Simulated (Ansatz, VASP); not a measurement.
## One calculation of MnO, two programs

```
CELL_PARAMETERS angstrom
0.00000 2.40015 2.40015
2.40015 0.00000 2.40015
2.40015 2.40015 0.00000
ATOMIC_POSITIONS crystal
Mn 0.00000 0.00000 0.00000
O 0.25000 0.25000 0.25000
```

Alike in both runs: task electric field gradients; functional PBE; k mesh 14 × 14 × 14; occupations fermi-dirac, width 0.05 eV; collinear spin.

|  | VASP | Ansatz |
| --- | --- | --- |
| version | VASP 6.6.1 | Ansatz 0.2.0 |
| potentials or method | VASP PAW PBE potentials, release 64 (Mn_pv, O) | PAW with Ansatz's default frozen-core files, scalar-relativistic |
| plane-wave cutoff (eV) | 520 | 420 |
| valence electrons in the cell | 19 | 21 |

Ansatz gave:

```
pressure (GPa)                                                : 0.0
net moment per atom (μB)                                      : 2.50
size of the moment on the site where the two differ most (μB) : 3.98
```

**Question.** Which values does VASP return?

**Answer.** Pressure (GPa): 0.4; net moment per atom (μB): 2.50; size of the moment on the site where the two differ most (μB): 4.42.

Site moments also hang on the region over which each program counts them. VASP's potentials hold 19 valence electrons a cell and Ansatz's 21, so a difference there can come from the potentials and not from the codes.
